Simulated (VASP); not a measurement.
# MgO (F-43m) in VASP: a series of runs, part 2 of 2

VASP 6.6.1. The steps go on from the part before.

## (3) Single point, PBE-based screened hybrid

Input file POSCAR:

```
MgO
1.0
    0.0000000000      2.2820056624      2.2820056624
    2.2820056624      0.0000000000      2.2820056624
    2.2820056624      2.2820056624      0.0000000000
Mg O
1 1
Direct
    0.0000000000      0.0000000000      0.0000000000
    0.2500000000      0.2500000000      0.2500000000
```

Input file INCAR.step1:

```
PREC     = Accurate       # precision mode
ENCUT    = 520            # plane-wave cutoff, eV
EDIFF    = 1E-5           # SCF threshold, eV
ISMEAR   = 0              # smearing method
SIGMA    = 0.01           # smearing width, eV
LREAL    = False          # projectors in reciprocal space
LASPH    = True           # aspherical terms in the spheres
NELM     = 60             # most SCF steps
ALGO     = Normal         # electronic algorithm
ISIF     = 2              # what is computed and relaxed
LWAVE    = True           # write WAVECAR
LCHARG   = False          # write CHGCAR
GGA      = PE             # functional
NBANDS   = 11             # bands
```

Input file INCAR.step2:

```
PREC     = Accurate       # precision mode
ENCUT    = 520            # plane-wave cutoff, eV
EDIFF    = 1E-6           # SCF threshold, eV
ISMEAR   = 0              # smearing method
SIGMA    = 0.01           # smearing width, eV
LREAL    = False          # projectors in reciprocal space
LASPH    = True           # aspherical terms in the spheres
NELM     = 60             # most SCF steps
ALGO     = Normal         # electronic algorithm
ISIF     = 2              # what is computed and relaxed
LWAVE    = False          # write WAVECAR
LCHARG   = False          # write CHGCAR
GGA      = PE             # functional
LHFCALC  = True           # exact exchange
AEXX     = 0.15           # exact-exchange fraction
HFSCREEN = 0.2078         # screening, 1/A
PRECFOCK = Normal       
ISTART   = 1            
NBANDS   = 11             # bands
```

Input file KPOINTS:

```
Automatic mesh
0
Gamma
  4 4 4
```

Potentials or basis: VASP PAW PBE potentials, release 64 (Mg, O).

On the command line:

```sh
$ cat potpaw_PBE.64/Mg/POTCAR potpaw_PBE.64/O/POTCAR > POTCAR
$ cp INCAR.step1 INCAR
$ mpirun -np 1 vasp_std > vasp.out
$ cp INCAR.step2 INCAR
$ mpirun -np 1 vasp_std > vasp.out
```

OUTCAR:

```text
PREC = Accurate
   ENCUT = 520
   EDIFF = 1E-6
   ISMEAR = 0
   LREAL = False
   LASPH = True
   NELM = 60
   ISIF = 2
   GGA = PE
   LHFCALC = True
   AEXX = 0.15
   HFSCREEN = 0.2078
   PRECFOCK = Normal
   ISTART = 1

 ion  position               nearest neighbor table
   1  0.000  0.000  0.000-   2 1.98   2 1.98   2 1.98   2 1.98
   2  0.250  0.250  0.250-   1 1.98   1 1.98   1 1.98   1 1.98

  LATTYP: Found a face centered cubic cell.
 ALAT       =     4.5640113248

  Lattice vectors:

 A1 = (   0.0000000000,   2.2820056624,   2.2820056624)
 A2 = (   2.2820056624,   0.0000000000,   2.2820056624)
 A3 = (   2.2820056624,   2.2820056624,   0.0000000000)

Analysis of symmetry for initial positions (statically):
=====================================================================
 Subroutine PRICEL returns:
 Original cell was already a primitive cell.

 Routine SETGRP: Setting up the symmetry group for a
 face centered cubic supercell.

 Subroutine GETGRP returns: Found 24 space group operations
 (whereof 24 operations were pure point group operations)
 out of a pool of 48 trial point group operations.

[... 162 lines left out ...]
      1     -16.7339      2.00000
      2       0.0545      2.00000
      3       0.0545      2.00000
      4       0.0545      2.00000
      5       4.6467      0.00000
      6      18.0590      0.00000
      7      18.0590      0.00000
      8      18.0590      0.00000
      9      21.6097      0.00000
     10      21.6098      0.00000
     11      21.7069      0.00000
[... 85 lines left out ...]
 k-point     8 :      -0.2500    0.5000    0.2500
  band No.  band energies     occupation
      1     -15.8330      2.00000
      2      -1.7987      2.00000
      3      -1.6368      2.00000
      4      -1.0302      2.00000
      5       8.7685      0.00000
      6      12.7945      0.00000
      7      15.1484      0.00000
      8      15.2627      0.00000
      9      21.6969      0.00000
     10      21.8577      0.00000
     11      26.0435      0.00000

------------------------ aborting loop because EDIFF is reached ----------------------------------------

  FORCE on cell =-STRESS in cart. coord.  units (eV):
  Direction    XX          YY          ZZ          XY          YZ          ZX
  --------------------------------------------------------------------------------------
  -------------------------------------------------------------------------------------
  Total        0.1937859      0.1937859      0.1937859     -0.0000000     -0.0000000      0.0000000
  in kB       13.0632941     13.0632941     13.0632941     -0.0000000     -0.0000000      0.0000000
  external PRESSURE =      13.0632941 kB  Pullay stress =       0.0000000 kB

 VOLUME and BASIS-vectors are now :
 -----------------------------------------------------------------------------
  energy-cutoff  :      520.00
  volume of cell :       23.77
      direct lattice vectors                 reciprocal lattice vectors
     0.000000000  2.282005662  2.282005662    -0.219105504  0.219105504  0.219105504
     2.282005662  0.000000000  2.282005662     0.219105504 -0.219105504  0.219105504
     2.282005662  2.282005662  0.000000000     0.219105504  0.219105504 -0.219105504

 POSITION                                       TOTAL-FORCE (eV/Angst)
 -----------------------------------------------------------------------------------
      0.00000      0.00000      0.00000        -0.000000     -0.000000     -0.000000
      1.14100      1.14100      1.14100         0.000000      0.000000      0.000000
 -----------------------------------------------------------------------------------
    total drift:                               -0.000001     -0.000003     -0.000002

  FREE ENERGIE OF THE ION-ELECTRON SYSTEM (eV)
  ---------------------------------------------------
  free  energy   TOTEN  =       -13.0285868919 eV

  energy  without entropy=      -13.0285868919  energy(sigma->0) =      -13.02858689
```

OUTCAR.step1:

```text
PREC = Accurate
   ENCUT = 520
   EDIFF = 1E-5
   ISMEAR = 0
   LREAL = False
[... 315 lines left out ...]
      0.00000      0.00000      0.00000        -0.000000      0.000000     -0.000000
      1.14100      1.14100      1.14100         0.000000     -0.000000      0.000000
 -----------------------------------------------------------------------------------
    total drift:                               -0.000001     -0.000001     -0.000001

  FREE ENERGIE OF THE ION-ELECTRON SYSTEM (eV)
  ---------------------------------------------------
  free  energy   TOTEN  =       -11.6873928866 eV

  energy  without entropy=      -11.6873928866  energy(sigma->0) =      -11.68739289
```

Run time: 76 s. Hardware: 1 thread of Intel Xeon Platinum 8259CL at 2.50GHz (Skylake/Cascade Lake), shared host; peak memory 0.24 GiB.

What came out:

| Property | Result |
| --- | --- |
| Free energy | -13.0286 eV |
| Pressure | 1.3 GPa |
| Band gap on the k mesh | 4.59 eV, direct |

Caveat: the k points lie up to 0.60 Å⁻¹ apart; the PAW data sets were made with another functional, which shifts forces and pressure a little.
